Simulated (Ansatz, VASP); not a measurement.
# Two plane-wave programs on C

Contents of INCAR:

```
ALGO = Normal
EDIFF = 1E-6
ENCUT = 520
GGA = PE
ISIF = 2
ISMEAR = 0
IVDW = 12
LASPH = True
LCHARG = False
LREAL = False
LWAVE = False
NBANDS = 16
NELM = 60
PREC = Accurate
SIGMA = 0.15
```

KPOINTS

```
k-points
0
Gamma
  18 18 6
```

Contents of POSCAR:

```
C
1.0
    2.4649495834     -0.3697424375      0.0000000000
   -1.5526811355      2.3195801770      0.0000000000
    0.0000000000      0.0000000000      6.5839613220
C
4
Direct
    0.0000000000      0.0000000000      0.0025000000
    0.0000000000      0.0000000000      0.5025000000
    0.3333333333      0.6666666667      0.0025000000
    0.6666666667      0.3333333333      0.5025000000
```

Input for Ansatz:

```yaml
crystal:
  lattice:
    - [2.4649495834, -0.3697424375, 0.0]
    - [-1.5526811355, 2.319580177, 0.0]
    - [0.0, 0.0, 6.583961322]
  atoms:
    - { symbol: C, position: [0.0, 0.0, 0.0025] }
    - { symbol: C, position: [0.0, 0.0, 0.5025] }
    - { symbol: C, position: [0.3333333333, 0.6666666667, 0.0025] }
    - { symbol: C, position: [0.6666666667, 0.3333333333, 0.5025] }
basis:
  ecutwfc: 520.0
kpoints:
  mp_grid: { grid: [18, 18, 6] }
hamiltonian:
  xc: pbe
  pseudopotentials: { kind: paw, azcp: { folder: soft_1 } }
  dispersion: d3bj
scf:
  occupations: { method: gaussian, width: 0.15 }
output:
  forces: true
  stress: true
  eigenvalues: true
```

Change from the starting cell: engineering shear strain xy -0.3000, normal strain along z -0.0233.

Alike in both runs: task single point; functional PBE; dispersion D3(BJ); k mesh 18 × 18 × 6; occupations gaussian, width 0.15 eV; no spin polarisation.

|  | VASP | Ansatz |
| --- | --- | --- |
| version | VASP 6.6.1 | Ansatz 0.2.0 |
| potentials or method | VASP PAW PBE potentials, release 64 (C), cutoff 520 eV | scalar-relativistic, plane waves, PAW |
| valence electrons in the cell | 16 | 16 |

|  | VASP | Ansatz | Ansatz less VASP |
| --- | --- | --- | --- |
| gap on the k mesh at the Fermi level (eV) | 0.13 | 0.14 | +0.007 |
| least direct gap on the mesh (eV) | 0.13 | 0.14 | +0.007 |
| pressure (GPa) | 37.1 | 36.5 | -0.62 |
| traceless stress, the component that is largest in VASP (GPa) | 145.14 | 144.69 | -0.454 |
| rms of the force components (eV/Å) | 3.052 | 3.009 | -0.0433 |

Atom by atom the forces differ by 0.050 eV/Å (rms over components). Both programs put the cell under a high pressure, so it lies far from rest at this level.
